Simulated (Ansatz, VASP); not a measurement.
Sn: VASP beside Ansatz

INCAR

```
SYSTEM = Sn
PREC = Accurate
ENCUT = 600
EDIFF = 1E-7
ISMEAR = -1
SIGMA = 0.05
LREAL = .FALSE.
LASPH = .TRUE.
NELM = 100
ALGO = Normal
ISIF = 3
LWAVE = .FALSE.
LCHARG = .FALSE.
GGA = RE
IVDW = 13
IBRION = 2
NSW = 60
EDIFFG = -0.01
```

Contents of KPOINTS:

```
regular mesh
0
G
  10 10 10
  0 0 0
```

Contents of POSCAR:

```
Sn
1.0
   -1.8946518192      1.8946518192      1.8946518192
    1.8946518192     -1.8946518192      1.8946518192
    1.8946518192      1.8946518192     -1.8946518192
Sn
1
Direct
    0.0000000000      0.0000000000      0.0000000000
```

input.yaml

```yaml
crystal:
  lattice:
    - [-1.8946518192, 1.8946518192, 1.8946518192]
    - [1.8946518192, -1.8946518192, 1.8946518192]
    - [1.8946518192, 1.8946518192, -1.8946518192]
  atoms:
    - { symbol: Sn, position: [0.0, 0.0, 0.0] }
hamiltonian:
  xc: revpbe
  pseudopotentials: { kind: paw }
  dispersion: d4
kpoints:
  mp_grid: { grid: [10, 10, 10] }
scf:
  occupations: { method: fermi_dirac, width: 0.05 }
output:
  forces: true
  stress: true
  eigenvalues: true
relax:
  f_tol: 0.01
  max_steps: 40
  cell: { stress_tol: 0.05 }
```

Alike in both runs: task relaxation of cell and atoms; functional revPBE; dispersion D4; k mesh 10 × 10 × 10; occupations fermi-dirac, width 0.05 eV; no spin polarisation.

|  | VASP | Ansatz |
| --- | --- | --- |
| version | VASP 6.6.1 | Ansatz 0.2.0 |
| potentials or method | VASP PAW PBE potentials, release 64 (Sn_d) | Ansatz PAW |
| plane-wave cutoff (eV) | 600 | 420 |
| valence electrons in the cell | 14 | 14 |

|  | VASP | Ansatz | Ansatz less VASP |
| --- | --- | --- | --- |
| gap on the k mesh at the Fermi level, each at its own relaxed structure (eV) | none | none | - |
| relaxed volume (Å³/atom) | 26.11 | 26.11 | +0.007 |
| relaxed cell length with the largest relative difference (Å) | 3.237 | 3.237 | +0.0003 |

VASP's potentials were made for PBE, not for revPBE. A gap of «none» marks a metal or a gap that the smearing closes.

Noted on Ansatz's run: the plane-wave basis is chosen anew once the cell has moved, so the energies of steps on either side of that aren't comparable.
